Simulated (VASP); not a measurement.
Runs of VASP 6.6.1 on Al3GaN4. The structure is that of space group P-43m (No. 215), or close to it. The cells are those of the table. 

```tsv
cell	gap on the mesh (eV)	pressure (GPa)	largest force (eV/Å)
a = 4.158 Å, 8 atoms	3.42	48.9	0.06
a = 4.244 Å, 8 atoms	3.38	28.0	0.02
a = 4.327 Å, 8 atoms	3.35	(b)	-
a = 4.484 Å, 8 atoms	(a)	-9.3	0.01
a = 4.559 Å, 8 atoms	2.64	-16.4	-
```

Alike in all rows: task single point; level PBEsol; potentials or basis VASP PAW PBE potentials, release 64 (Al, Ga_d, N); no spin polarisation; k mesh 6 × 6 × 6; cutoff (eV) 520; smearing gaussian 0.05 eV.

Task: Estimate the missing entries.

Result: (a) 3.02; (b) 12.1.

Caveats: the PAW data sets were made with another functional, which shifts forces and pressure a little; the cell stands under pressure (at least some runs); the cell stands under tension (at least some runs).

A k mesh can miss the band edges, and the runs leave out spin-orbit coupling on Ga.
